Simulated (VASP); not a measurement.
## SnSe2: single point with PBEsol

SnSe2:

```
Sn Se
1.0
     3.58840    0.00000    0.00000
    -1.79420    3.10765    0.00000
     0.00000    0.00000    6.37624
Sn Se
1 2
Cartesian
  0.0000 0.0000 0.0000
  1.7942 1.0359 4.7512
  0.0000 2.0718 1.6250
```

This cell differs from its parent crystal: biaxial strain in the a-b plane: -6.0 %.

- Program: VASP 6.6.1
- Task: single point
- Functional: PBEsol
- Potentials or basis: VASP PAW PBE potentials, release 64 (Sn_d, Se)
- Cutoff: 520 eV
- k mesh: 12 × 12 × 6
- Occupations: gaussian, width 0.02 eV
- Spin: no spin polarisation

```json
{
 "Pressure": "8.5 GPa",
 "Largest force": "0.449 eV/Å",
 "Band gap on the k mesh": "0.22 eV, indirect (least direct gap 1.05 eV)"
}
```

Forces on the atoms (eV/Å):
```
Sn   0.000  0.000  0.000
Se   0.000  0.000 -0.449
Se   0.000  0.000  0.449
```

Stress tensor (GPa, compression positive):
```
10.98  0.00  0.00
 0.00 10.98  0.00
 0.00  0.00  3.67
```

Levels at points of the mesh, in eV from the valence-band top:
| k point | band 9 | band 10 | band 11 | band 12 | band 13 | band 14 | band 15 | band 16 | band 17 | band 18 |
| --- | --- | --- | --- | --- | --- | --- | --- | --- | --- | --- |
| (0.00, 0.00, 0.00) | -1.10 | -0.50 | -0.50 | -0.18 | -0.18 | 1.35 | 3.36 | 4.90 | 4.90 | 7.10 |
| (0.50, 0.00, 0.00) | -5.45 | -3.82 | -2.71 | -2.04 | -0.51 | 0.97 | 3.48 | 4.67 | 5.19 | 5.91 |
| (0.00, 0.00, 0.50) | -3.26 | -0.59 | -0.59 | -0.04 | -0.04 | 3.06 | 3.31 | 4.69 | 4.69 | 7.47 |
| (0.50, 0.00, 0.50) | -5.84 | -2.90 | -2.56 | -1.43 | -0.87 | 0.22 | 3.27 | 4.27 | 4.89 | 5.98 |

Wall time 100 s on 1 thread of Intel(R) Xeon(R) Platinum 8259CL CPU @ 2.50GHz (Skylake/Cascade Lake), on a shared host, peak memory 0.28 GiB.

Caveat: the cell differs from its parent crystal (biaxial strain in the a-b plane: -6.0 %); the PAW data sets were made with another functional, which shifts forces and pressure a little; spin-orbit coupling is left out, which moves the levels of the heavy elements; this functional lacks dispersion, which binds the layers, so the pressure and a relaxed spacing across them are unreliable. A k mesh can miss the band edges.
